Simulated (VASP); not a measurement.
Crystal: GaSb2.

```
CELL_PARAMETERS angstrom
3.23258 0.00000 0.00000
-1.61629 2.79949 0.00000
0.00000 0.00000 7.87352
ATOMIC_POSITIONS crystal
Ga 0.00000 0.00000 0.00000
Sb 0.33333 0.66667 0.66214
Sb 0.66667 0.33333 0.33786
```

The cell was generated, and may not be a known phase.

| Quantity | Value |
| --- | --- |
| Program | VASP 6.6.1 |
| Task | relaxation of cell and atoms |
| Functional | PBE |
| Potentials or basis | VASP PAW PBE potentials, release 64 (Ga_d, Sb_d_GW) |
| Cutoff | 500 eV |
| k mesh | 6 × 6 × 2 |
| Occupations | gaussian, width 0.1 eV |
| Spin | no spin polarisation |

At the start: pressure 5.3 GPa; volume 23.75 Å³/atom.

Question: How do energy, volume and symmetry change on relaxing?

Answer: Over 10 steps the energy falls by 51.5 meV/atom and the volume is 25.42 Å³/atom (+7.0 %); space group P-3m1 (No. 164, to 0.1 Å) before and after.

The path:
```csv
step,energy change (eV),largest force (eV/Å),pressure (GPa),volume (Å³)
1,0.0000,0.7319,5.34,71.25
2,-0.1214,0.1730,-1.59,79.72
3,-0.1287,0.2639,-0.45,77.94
4,-0.1379,0.1894,-0.24,77.46
5,-0.1410,0.1249,0.00,77.06
6,-0.1410,0.1173,0.03,77.00
7,-0.1452,0.0971,0.00,76.86
8,-0.1522,0.0561,0.00,76.43
9,-0.1529,0.0460,0.05,76.23
10,-0.1544,0.0349,-0.03,76.27
```

Final structure:
```
CELL_PARAMETERS angstrom
3.30092 0.00000 0.00000
-1.65046 2.85868 0.00000
0.00000 0.00000 8.08269
ATOMIC_POSITIONS crystal
Ga 0.00000 0.00000 0.00000
Sb 0.33333 0.66667 0.67885
Sb 0.66667 0.33333 0.32115
```

Caveat: the k points lie up to 0.39 Å⁻¹ apart in the final cell, too coarse for converged energies and pressures of a metal; an odd number of electrons without spin polarisation forces a metal; a magnetic or distorted state may lie lower.
